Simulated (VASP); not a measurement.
# BN (Cmmm) in VASP: notebook

The runs below take BN through single point, with PBE.

Program: VASP 6.6.1. These are calculated values, not measurements. Logs are shortened: lines on timing, memory, paths and dates and some standing lists are left out, and cuts for length are marked.

**1. The cell of the first run**

It takes space group Cmmm (No. 65, orthorhombic). The conventional cell has a = 3.270 Å, b = 3.456 Å, c = 3.365 Å, α = 90.00°, β = 90.00°, γ = 90.00°. B (site symmetry mmm) has 8 N at 2.35 to 2.41 Å and 4 B at 2.38 Å within 3.1 Å. N (site symmetry mmm) has 8 B at 2.35 to 2.41 Å and 4 N at 2.38 Å within 3.1 Å.

The cell was generated, and may not be a known phase.

**2. Single point, PBE, collinear spin, ferromagnetic start**

The input, INCAR:

```
SYSTEM = BN
PREC = Accurate ; ENCUT = 520
EDIFF = 1E-7 ; ISMEAR = 0
SIGMA = 0.1 ; LREAL = .FALSE.
LASPH = .TRUE. ; NELM = 150
ALGO = Normal ; ISIF = 2
LWAVE = .FALSE. ; LCHARG = .FALSE.
ISPIN = 2 ; MAGMOM = 0 1
LORBIT = 11 ; GGA = PE
NBANDS = 15
```

The input, KPOINTS:

```
regular mesh
0
G
  8 8 6
  0 0 0
```

The input, POSCAR:

```
BN
1.0
    1.6349666400     -1.7278774100      0.0000000000
    1.6349666400      1.7278774100      0.0000000000
    0.0000000000      0.0000000000      3.3648703100
B N
1 1
Direct
    0.0000000000      0.0000000000      0.0000000000
    0.5000000000      0.5000000000      0.5000000000
```

Potentials or basis: VASP PAW PBE potentials, release 64 (B, N).

Command:

```sh
$ cat potpaw_PBE.64/B/POTCAR potpaw_PBE.64/N/POTCAR > POTCAR
$ mpirun -np 1 vasp_std > vasp.out
```

OUTCAR:

```text
SYSTEM = BN
   PREC = Accurate
   ENCUT = 520
   EDIFF = 1E-7
   ISMEAR = 0
   LREAL = .FALSE.
   LASPH = .TRUE.
   NELM = 150
   ISIF = 2
   ISPIN = 2
   LORBIT = 11
   GGA = PE

 ion  position               nearest neighbor table
   1  0.000  0.000  0.000-
   2  0.500  0.500  0.500-

  LATTYP: Found a base centered orthorhombic cell.
 ALAT       =     3.2699332800
 B/A-ratio  =     1.0568273185
 C/A-ratio  =     1.0290333233

  Lattice vectors:

 A1 = (   1.6349666400,  -1.7278774100,   0.0000000000)
 A2 = (   1.6349666400,   1.7278774100,   0.0000000000)
 A3 = (   0.0000000000,   0.0000000000,   3.3648703100)

Analysis of symmetry for initial positions (statically):
=====================================================================
 Subroutine PRICEL returns:
 Original cell was already a primitive cell.

 Routine SETGRP: Setting up the symmetry group for a
 base centered orthorhombic supercell.

 Subroutine GETGRP returns: Found  8 space group operations
 (whereof  8 operations were pure point group operations)
 out of a pool of  8 trial point group operations.

The static configuration has the point symmetry D_2h.

Analysis of symmetry for dynamics (positions and initial velocities):
=====================================================================
 Subroutine PRICEL returns:
 Original cell was already a primitive cell.

 Routine SETGRP: Setting up the symmetry group for a
 base centered orthorhombic supercell.

 Subroutine GETGRP returns: Found  8 space group operations
 (whereof  8 operations were pure point group operations)
 out of a pool of  8 trial point group operations.

The dynamic configuration has the point symmetry D_2h.

Analysis of structural, dynamic, and magnetic symmetry:
=====================================================================
 Subroutine PRICEL returns:
 Original cell was already a primitive cell.

 Routine SETGRP: Setting up the symmetry group for a
 base centered orthorhombic supercell.

 Subroutine GETGRP returns: Found  8 space group operations
 (whereof  8 operations were pure point group operations)
 out of a pool of  8 trial point group operations.

The overall configuration has the point symmetry D_2h.

 Subroutine INISYM returns: Found  8 space group operations
 (whereof  8 operations are pure point group operations),
 and found     1 'primitive' translations

----------------------------------------------------------------------------------------

                                     Primitive cell

  volume of cell :      19.0117

  direct lattice vectors                    reciprocal lattice vectors
     1.634966640 -1.727877410  0.000000000     0.305816637 -0.289372381  0.000000000
     1.634966640  1.727877410  0.000000000     0.305816637  0.289372381  0.000000000
     0.000000000  0.000000000  3.364870310     0.000000000  0.000000000  0.297188274

  length of vectors
     2.378797229  2.378797229  3.364870310     0.421022791  0.421022791  0.297188274

  position of ions in fractional coordinates (direct lattice)
     0.000000000  0.000000000  0.000000000
     0.500000000  0.500000000  0.500000000

  ion indices of the primitive-cell ions
   primitive index   ion index
                 1           1
                 2           2

----------------------------------------------------------------------------------------

 KPOINTS: regular mesh

Automatic generation of k-mesh.
 Grid dimensions read from file:
 generate k-points for:    8    8    6

 Generating k-lattice:

  Cartesian coordinates                     Fractional coordinates (reciprocal lattice)
     0.038227080 -0.036171548  0.000000000     0.125000000  0.000000000  0.000000000
     0.038227080  0.036171548  0.000000000     0.000000000  0.125000000  0.000000000
     0.000000000  0.000000000  0.049531379     0.000000000  0.000000000  0.166666667

  Length of vectors
     0.052627849  0.052627849  0.049531379

  Shift w.r.t. Gamma in fractional coordinates (k-lattice)
     0.000000000  0.000000000  0.000000000

 Subroutine IBZKPT returns following result:
 ===========================================

 Found     84 irreducible k-points:

 Following reciprocal coordinates:
            Coordinates               Weight
  0.000000  0.000000  0.000000      1.000000
  0.125000  0.000000  0.000000      4.000000
  0.250000  0.000000  0.000000      4.000000
  0.375000  0.000000  0.000000      4.000000
  0.500000  0.000000  0.000000      2.000000
  0.125000  0.125000  0.000000      2.000000
[... 16 lines left out ...]
  0.125000  0.000000  0.166667      8.000000
  0.250000  0.000000  0.166667      8.000000
 [... further k-points ...]
   k-points           NKPTS =     84   k-points in BZ     NKDIM =     84   number of bands    NBANDS=     15
   number of dos      NEDOS =    301   number of ions     NIONS =      2
   total plane-waves  NPLWV =   9072
   dimension x,y,z NGX =    18 NGY =   18 NGZ =   28
   dimension x,y,z NGXF=    36 NGYF=   36 NGZF=   56
   ions per type =               1   1
   NGX,Y,Z   is equivalent  to a cutoff of  12.58, 12.58, 13.83 a.u.
   NGXF,Y,Z  is equivalent  to a cutoff of  25.16, 25.16, 27.67 a.u.
 SYSTEM =  BN
   PREC   = accura    normal or accurate (medium, high low for compatibility)
   ISTART =      0    job   : 0-new  1-cont  2-samecut
   ICHARG =      2    charge: 1-file 2-atom 10-const
   ISPIN  =      2    spin polarized calculation?
   LNONCOLLINEAR =      F non collinear calculations
   LSORBIT =      F    spin-orbit coupling
   LASPH  =      T    aspherical Exc in radial PAW
   ENCUT  =  520.0 eV  38.22 Ry    6.18 a.u.   4.42  4.42  6.26*2*pi/ulx,y,z
   NELM   =    150;   NELMIN=  2; NELMDL= -5     # of ELM steps
   EDIFF  = 0.1E-06   stopping-criterion for ELM
   LREAL  =      F    real-space projection
   EDIFFG = 0.1E-05   stopping-criterion for IOM
   NSW    =      0    number of steps for IOM
   IBRION =     -1    ionic relax: 0-MD 1-quasi-New 2-CG
   NFREE  =      0    steps in history (QN), initial steepest desc. (CG)
   ISIF   =      2    stress and relaxation
   ISYM   =      2    0-nonsym 1-usesym 2-fastsym
   POTIM  = 0.5000    time-step for ionic-motion
   TEBEG  =    0.0;   TEEND  =   0.0 temperature during run
   PSTRESS=    0.0 pullay stress
   NELECT =       8.0000    total number of electrons
   NUPDOWN=      -1.0000    fix difference up-down
   EMIN   =  10.00;   EMAX   =-10.00  energy-range for DOS
   EFERMI =   0.00;   METHOD = LEGACY
   ISMEAR =     0;   SIGMA  =   0.10  broadening in eV -4-tet -1-fermi 0-gaus
   EFERMI_NEDOS =   21; number of points for ismear=-14 and -15
   IALGO  =     38    algorithm
   IMIX   =      4    mixing-type and parameters
     AMIX     =   0.40;   BMIX     =  1.00
     AMIX_MAG =   1.60;   BMIX_MAG =  1.00
  volume/ion in A,a.u.               =       9.51        64.15
  Fermi-wavevector in a.u.,A,eV,Ry     =   1.226775  2.318268 20.476441  1.504976
  Thomas-Fermi vector in A             =   2.361763
   LORBIT       =     11    0 simple, 1 ext, 2 COOP (PROOUT), +10 PAW based schemes
   GGA     = PE    functional components
   LHFCALC =     F    Hartree Fock is set to
   AEXX    =    0.0000 exact exchange contribution
   IVDW    =     0    specifies the selected vdW correction
   LEPSILON=     F    determine dielectric tensor
   LRPA    =     F    only Hartree local field effects (RPA)
 spin polarized calculation
 Gauss-broadening in eV      SIGMA  =   0.10
  energy-cutoff  :      520.00
  volume of cell :       19.01
 maximum number of plane-waves:       524
 NGX is ok and might be reduce to    18
   NGX =  9   NGY =  9   NGZ = 13

 number of electron       7.9999999 magnetization       0.0096092

 number of electron       7.9999999 magnetization      -0.0001699

 Free energy of the ion-electron system (eV)
  ---------------------------------------------------
  ext. energy  EPLUGINS =         0.00000000
  ---------------------------------------------------
  free energy    TOTEN  =        -8.53079395 eV

  energy without entropy =       -8.52481324  energy(sigma->0) =       -8.52780359

 E-fermi :   4.1749     XC(G=0): -11.2504

 val. band max:        4.1350199614   @ k =  -0.3750   0.1250   0.1667
 cond. band min:       4.1791369314   @ k =  -0.1250   0.1250   0.3333
 fundamental gap:      0.0441169700
 Fermi energy:         4.1748906841

 spin component 1

 k-point     1 :       0.0000    0.0000    0.0000
  band No.  band energies     occupation
      1     -12.6336      1.00000
      2      -1.1175      1.00000
      3      -0.8201      1.00000
      4       4.7465      0.00000
      5       5.0891      0.00000
      6      10.7737      0.00000
      7      12.2543      0.00000
      8      12.3443      0.00000
      9      16.8924      0.00000
     10      19.5903      0.00000
     11      29.8132      0.00000
     12      30.8990      0.00000
     13      31.3079      0.00000
     14      31.5209      0.00000
     15      34.8520      0.00000
[... 397 lines left out ...]
 k-point    24 :       0.2500    0.0000    0.1667
  band No.  band energies     occupation
      1     -11.3321      1.00000
      2      -2.6098      1.00000
      3       0.4280      1.00000
      4       3.7182      1.00000
      5       5.4796      0.00000
      6       7.4142      0.00000
      7       9.9925      0.00000
      8      12.4213      0.00000
      9      19.7120      0.00000
     10      24.9158      0.00000
     11      26.1008      0.00000
     12      29.5814      0.00000
     13      30.7630      0.00000
     14      32.3235      0.00000
     15      32.6584      0.00000

 [... further k-points ...]

 spin component 2

 k-point     1 :       0.0000    0.0000    0.0000
  band No.  band energies     occupation
      1     -12.6338      1.00000
      2      -1.1176      1.00000
      3      -0.8202      1.00000
      4       4.7461      0.00000
      5       5.0889      0.00000
      6      10.7736      0.00000
      7      12.2542      0.00000
      8      12.3442      0.00000
      9      16.8924      0.00000
     10      19.5902      0.00000
     11      29.8132      0.00000
     12      30.8989      0.00000
     13      31.3078      0.00000
     14      31.5209      0.00000
     15      34.8520      0.00000
[... 397 lines left out ...]
 k-point    24 :       0.2500    0.0000    0.1667
  band No.  band energies     occupation
      1     -11.3323      1.00000
      2      -2.6099      1.00000
      3       0.4278      1.00000
      4       3.7180      1.00000
      5       5.4792      0.00000
      6       7.4142      0.00000
      7       9.9924      0.00000
      8      12.4213      0.00000
      9      19.7120      0.00000
     10      24.9157      0.00000
     11      26.1008      0.00000
     12      29.5814      0.00000
     13      30.7629      0.00000
     14      32.3234      0.00000
     15      32.6584      0.00000

 [... further k-points ...]

------------------------ aborting loop because EDIFF is reached ----------------------------------------

  FORCE on cell =-STRESS in cart. coord.  units (eV):
  Direction    XX          YY          ZZ          XY          YZ          ZX
  --------------------------------------------------------------------------------------
  -------------------------------------------------------------------------------------
  Total       -3.8913644     -3.0884358     -4.4652536      0.0000000      0.0000000      0.0000000
  in kB     -327.9384443   -260.2729364   -376.3020350      0.0000000      0.0000000      0.0000000
  external PRESSURE =    -321.5044719 kB  Pullay stress =       0.0000000 kB

 VOLUME and BASIS-vectors are now :
 -----------------------------------------------------------------------------
  energy-cutoff  :      520.00
  volume of cell :       19.01
      direct lattice vectors                 reciprocal lattice vectors
     1.634966640 -1.727877410  0.000000000     0.305816637 -0.289372381  0.000000000
     1.634966640  1.727877410  0.000000000     0.305816637  0.289372381  0.000000000
     0.000000000  0.000000000  3.364870310     0.000000000  0.000000000  0.297188274

 POSITION                                       TOTAL-FORCE (eV/Angst)
 -----------------------------------------------------------------------------------
      0.00000      0.00000      0.00000        -0.000000      0.000000      0.000000
      1.63497      0.00000      1.68244         0.000000     -0.000000      0.000000
 -----------------------------------------------------------------------------------
    total drift:                               -0.000000     -0.000000     -0.000000

  FREE ENERGIE OF THE ION-ELECTRON SYSTEM (eV)
  ---------------------------------------------------
  free  energy   TOTEN  =        -8.5307939509 eV

  energy  without entropy=       -8.5248132387  energy(sigma->0) =       -8.52780359

 total charge

# of ion       s       p       d       tot
------------------------------------------
    1        0.730   0.570   0.000   1.300
    2        1.402   1.924   0.000   3.327
--------------------------------------------------
tot          2.132   2.494   0.000   4.626

 magnetization (x)

# of ion       s       p       d       tot
------------------------------------------
    1       -0.000   0.000   0.000   0.000
    2       -0.000  -0.000   0.000  -0.000
--------------------------------------------------
tot         -0.000  -0.000   0.000  -0.000
```

Wall time 77 s (1 thread of Intel Xeon 8259CL, shared host); peak memory 0.15 GiB.

Results:

* Free energy: -8.5308 eV
* Pressure: -32.2 GPa
* Band gap on the k mesh: zero (filled and empty bands overlap)
* Net moment: 0.00 μB per cell
* Valence electrons inside the program's atomic spheres: B 1.30; N 3.33

Caveat: the stress differs along the axes, from -38 to -26 GPa.

**3. Single point, PBE, collinear spin, ferromagnetic start**

This run uses another cell than the first one, of 9.26 Å³/atom.

The input, INCAR:

```
  PREC = Accurate
  ENCUT = 520
  EDIFF = 1E-7
  ISMEAR = 0
  SIGMA = 0.1
  LREAL = F
  LASPH = T
  NELM = 150
  ALGO = Normal
  ISIF = 2
  LWAVE = F
  LCHARG = T
  ISPIN = 2
  MAGMOM = 0 1
  LORBIT = 11
  GGA = PE
  LELF = T
  LVHAR = T
  NBANDS = 15
```

The input, KPOINTS:

```
Automatic mesh
0
Gamma
  8 8 8
```

The input, POSCAR:

```
BN
1.0
    1.1362566840     -3.5725876694      0.0000000000
    1.1362566840      3.5725876694      0.0000000000
    0.0000000000      0.0000000000      2.2814890925
B N
1 1
Direct
    0.0000000000      0.0000000000      0.0000000000
    0.5000000000      0.5000000000      0.5000000000
```

Potentials or basis: VASP PAW PBE potentials, release 64 (B, N).

Command:

```sh
$ cat potpaw_PBE.64/B/POTCAR potpaw_PBE.64/N/POTCAR > POTCAR
$ mpirun -np 1 vasp_std > vasp.out
```

Run time: 2.1 min. Hardware: 1 thread of Intel Xeon 8259CL, shared host; peak memory 0.17 GiB.

The run converged. Its results:

| Property | Result |
| --- | --- |
| Free energy | -13.7669 eV |
| Pressure | 0.0 GPa |
| Band gap on the k mesh | zero (filled and empty bands overlap) |
| Net moment | 0.00 μB per cell |
| Valence electrons inside the program's atomic spheres | B 1.71; N 3.91 |

Stress tensor (GPa, compression positive):
```
 0.67  0.00  0.00
 0.00  0.39  0.00
 0.00  0.00 -0.97
```

Levels at points of the mesh, in eV from the Fermi level:
Spin up:
```
           k point  band 2  band 3  band 4  band 5  band 6  band 7
(0.00, 0.00, 0.00)   -6.95   -3.60   -3.44    2.06    8.61    9.49
(0.50, 0.00, 0.00)  -12.19   -2.93    0.12    0.15    6.87    9.26
(0.50, 0.50, 0.00)   -8.50   -3.58   -3.47    6.69    7.39   11.34
(0.00, 0.00, 0.50)  -12.32   -2.47    0.21    1.13    6.99    7.76
(0.50, 0.00, 0.50)  -10.72  -10.71   -0.68   -0.60    3.84   11.86
(0.50, 0.50, 0.50)  -12.15   -3.40   -0.71    0.19    6.95   10.52
```
Spin down:
| k point | band 1 | band 2 | band 3 | band 4 | band 5 | band 6 | band 7 | band 8 |
| --- | --- | --- | --- | --- | --- | --- | --- | --- |
| (0.00, 0.00, 0.00) | -20.61 | -6.95 | -3.60 | -3.44 | 2.06 | 8.61 | 9.49 | 13.78 |
| (0.50, 0.00, 0.00) | -17.31 | -12.19 | -2.93 | 0.12 | 0.15 | 6.87 | 9.26 | 10.38 |
| (0.50, 0.50, 0.00) | -20.45 | -8.50 | -3.58 | -3.47 | 6.69 | 7.39 | 11.34 | 13.76 |
| (0.00, 0.00, 0.50) | -17.40 | -12.32 | -2.47 | 0.21 | 1.13 | 6.99 | 7.76 | 9.69 |
| (0.50, 0.00, 0.50) | -12.61 | -10.72 | -10.71 | -0.68 | -0.60 | 3.84 | 11.86 | 11.95 |
| (0.50, 0.50, 0.50) | -17.31 | -12.15 | -3.40 | -0.71 | 0.19 | 6.95 | 10.52 | 11.90 |

Caveat: the k points lie up to 0.36 Å⁻¹ apart, too coarse for converged energies and pressures of a metal.

[end of part 1 of 2]

The gap in the log of VASP goes by the Fermi energy; the results here count the filled bands.